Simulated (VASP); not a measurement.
# ZnF2 (P4_2/mnm) in VASP: further runs, part 2 of 2

VASP 6.6.1. The steps go on from the part before.

## 4. Single point, r2SCAN (11.87 Å³/atom)

This run uses another cell than the first one, of 11.87 Å³/atom.

The input, POSCAR:

```
ZnF2
1.0
    4.7499332259      0.0000000000      0.0000000000
    0.0000000000      4.7499332259      0.0000000000
    0.0000000000      0.0000000000      3.1577485647
Zn F
2 4
Direct
    0.0000000000      0.0000000000      0.0000000000
    0.5000000000      0.5000000000      0.5000000000
    0.3031905513      0.3031905513      0.0000000000
    0.1968094487      0.8031905513      0.5000000000
    0.6968094487      0.6968094487      0.0000000000
    0.8031905513      0.1968094487      0.5000000000
```

The input, INCAR.step1:

```
PREC     = Accurate       # precision mode
ENCUT    = 660            # plane-wave cutoff, eV
ISMEAR   = 0              # smearing method
SIGMA    = 0.01           # smearing width, eV
LREAL    = F              # projectors in reciprocal space
LASPH    = T              # aspherical terms in the spheres
NELM     = 120            # most SCF steps
NBANDS   = 35             # bands
GGA      = PE             # functional
ALGO     = Normal         # electronic algorithm
EDIFF    = 1E-5           # SCF threshold, eV
LWAVE    = T              # write WAVECAR
LCHARG   = F              # write CHGCAR
GGA_COMPAT= F
```

The input, INCAR.step2:

```
PREC     = Accurate       # precision mode
ENCUT    = 660            # plane-wave cutoff, eV
EDIFF    = 1E-6           # SCF threshold, eV
ISMEAR   = 0              # smearing method
SIGMA    = 0.01           # smearing width, eV
LREAL    = F              # projectors in reciprocal space
LASPH    = T              # aspherical terms in the spheres
NELM     = 120            # most SCF steps
ALGO     = Normal         # electronic algorithm
ISIF     = 2              # what is computed and relaxed
LWAVE    = F              # write WAVECAR
LCHARG   = T              # write CHGCAR
METAGGA  = R2SCAN         # meta-GGA
LMIXTAU  = T            
LELF     = T              # ELF
LVHAR    = T            
NBANDS   = 35             # bands
ISTART   = 1            
GGA_COMPAT= F
```

The input, KPOINTS:

```
Automatic mesh
0
Gamma
  4 4 6
```

Potentials or basis: VASP PAW PBE potentials, release 64 (Zn, F).

Started as:

```
cat potpaw_PBE.64/Zn/POTCAR potpaw_PBE.64/F/POTCAR > POTCAR
cp INCAR.step1 INCAR
mpirun -np 1 vasp_std > vasp.out
cp INCAR.step2 INCAR
mpirun -np 1 vasp_std > vasp.out
```

OUTCAR:

```text
PREC = Accurate
   ENCUT = 660
   EDIFF = 1E-6
   ISMEAR = 0
   LREAL = F
   LASPH = T
   NELM = 120
   ISIF = 2
   METAGGA = R2SCAN
   ISTART = 1

 ion  position               nearest neighbor table
   1  0.000  0.000  0.000-   3 2.04   5 2.04   4 2.06   6 2.06   4 2.06   6 2.06
   2  0.500  0.500  0.500-   4 2.04   6 2.04   5 2.06   3 2.06   3 2.06   5 2.06
   3  0.303  0.303  0.000-   1 2.04   2 2.06   2 2.06
   4  0.197  0.803  0.500-   2 2.04   1 2.06   1 2.06
   5  0.697  0.697  0.000-   1 2.04   2 2.06   2 2.06
   6  0.803  0.197  0.500-   2 2.04   1 2.06   1 2.06

  LATTYP: Found a simple tetragonal cell.
[... 1117 lines left out ...]
  -------------------------------------------------------------------------------------
  Total       -1.2979531     -1.2979531     -1.5337984      0.0000000      0.0000000      0.0000000
  in kB      -29.1888532    -29.1888532    -34.4926298      0.0000000      0.0000000      0.0000000
  external PRESSURE =     -30.9567787 kB  Pullay stress =       0.0000000 kB

 VOLUME and BASIS-vectors are now :
 -----------------------------------------------------------------------------
  energy-cutoff  :      660.00
  volume of cell :       71.24
      direct lattice vectors                 reciprocal lattice vectors
     4.749933226  0.000000000  0.000000000     0.210529275  0.000000000  0.000000000
     0.000000000  4.749933226  0.000000000     0.000000000  0.210529275  0.000000000
     0.000000000  0.000000000  3.157748565     0.000000000  0.000000000  0.316681325

 POSITION                                       TOTAL-FORCE (eV/Angst)
 -----------------------------------------------------------------------------------
      0.00000      0.00000      0.00000        -0.000000     -0.000000      0.000000
      2.37497      2.37497      1.57887        -0.000000     -0.000000      0.000000
      1.44013      1.44013      0.00000         0.022118      0.022118      0.000000
      0.93483      3.81510      1.57887        -0.022118      0.022118      0.000000
      3.30980      3.30980      0.00000        -0.022118     -0.022118     -0.000000
      3.81510      0.93483      1.57887         0.022118     -0.022118      0.000000
 -----------------------------------------------------------------------------------
    total drift:                                0.000000     -0.000000     -0.000000

  FREE ENERGIE OF THE ION-ELECTRON SYSTEM (eV)
  ---------------------------------------------------
  free  energy   TOTEN  =       -45.6748752585 eV

  energy  without entropy=      -45.6748752585  energy(sigma->0) =      -45.67487526
```

OUTCAR.step1:

```text
PREC = Accurate
   ENCUT = 660
   ISMEAR = 0
   LREAL = F
[... 1149 lines left out ...]
      1.44013      1.44013      0.00000         0.003085      0.003085     -0.000000
      0.93483      3.81510      1.57887        -0.003085      0.003085      0.000000
      3.30980      3.30980      0.00000        -0.003085     -0.003085      0.000000
      3.81510      0.93483      1.57887         0.003085     -0.003085      0.000000
 -----------------------------------------------------------------------------------
    total drift:                                0.000000     -0.000000     -0.000000

  FREE ENERGIE OF THE ION-ELECTRON SYSTEM (eV)
  ---------------------------------------------------
  free  energy   TOTEN  =       -23.2333308091 eV

  energy  without entropy=      -23.2333308091  energy(sigma->0) =      -23.23333081
```

OSZICAR.step1:

```text
N       E                     dE             d eps       ncg     rms          rms(c)
DAV:   1     0.663542462101E+03    0.66354E+03   -0.30789E+04  1704   0.237E+03
DAV:   2     0.566139380146E+02   -0.60693E+03   -0.56800E+03  1792   0.550E+02
DAV:   3    -0.237861472963E+02   -0.80400E+02   -0.79455E+02  1803   0.199E+02
DAV:   4    -0.260237011023E+02   -0.22376E+01   -0.22312E+01  1952   0.347E+01
DAV:   5    -0.260394932727E+02   -0.15792E-01   -0.15789E-01  1926   0.299E+00    0.137E+01
DAV:   6    -0.231706897883E+02    0.28688E+01   -0.61043E+00  2481   0.425E+01    0.811E+00
DAV:   7    -0.232679359596E+02   -0.97246E-01   -0.20150E+00  1749   0.956E+00    0.500E+00
DAV:   8    -0.232763359705E+02   -0.84000E-02   -0.42843E-01  2507   0.121E+01    0.154E+00
DAV:   9    -0.232317344471E+02    0.44602E-01   -0.17402E-01  2518   0.135E+01    0.372E-01
DAV:  10    -0.232334396828E+02   -0.17052E-02   -0.27218E-02  2213   0.189E+00    0.192E-01
DAV:  11    -0.232332629207E+02    0.17676E-03   -0.25207E-03  2435   0.578E-01    0.395E-02
DAV:  12    -0.232333293110E+02   -0.66390E-04   -0.23746E-04  2045   0.304E-01    0.227E-02
DAV:  13    -0.232333310136E+02   -0.17027E-05   -0.12975E-04  1911   0.865E-02    0.852E-03
DAV:  14    -0.232333308091E+02    0.20456E-06   -0.67769E-06   944   0.439E-02
   1 F= -.23233331E+02 E0= -.23233331E+02  d E =-.237026E-97
```

It took 3.3 min on 1 thread of AMD EPYC 9R14 (Zen 4), shared host; peak memory 0.22 GiB.

Results:

```
Free energy            : -45.6749 eV
Pressure               : -3.1 GPa
Largest force          : 0.031 eV/Å
Band gap on the k mesh : 4.17 eV
```

Forces on the atoms (eV/Å):
```
Zn   0.000  0.000  0.000
Zn   0.000  0.000  0.000
F    0.022  0.022  0.000
F   -0.022  0.022  0.000
F   -0.022 -0.022  0.000
F    0.022 -0.022  0.000
```

Stress tensor (GPa, compression positive):
```
-2.92  0.00  0.00
 0.00 -2.92  0.00
 0.00  0.00 -3.45
```

Caveat: the cell stands under tension; the PAW data sets were made with another functional, which shifts forces and pressure a little.

## 5. Overview

```tsv
cell	gap on the mesh (eV)	pressure (GPa)	largest force (eV/Å)
a = 4.656, b = 4.656, c = 3.095 Å, 6 atoms	4.27	4.5	0.07
a = 4.703, b = 4.703, c = 3.127 Å, 6 atoms	4.22	0.3	0.01
a = 4.750, b = 4.750, c = 3.158 Å, 6 atoms	4.17	-3.1	0.03
```

Alike in all rows: task single point; level r2SCAN; potentials or basis VASP PAW PBE potentials, release 64 (Zn, F); no spin polarisation; k mesh 4 × 4 × 6; cutoff (eV) 660; smearing gaussian 0.01 eV.

Caveats: the PAW data sets were made with another functional, which shifts forces and pressure a little; the cell stands under pressure (at least some runs); the cell stands under tension (at least some runs).

Total energies depend on the potentials used, so only differences within one code and one set of settings carry meaning.
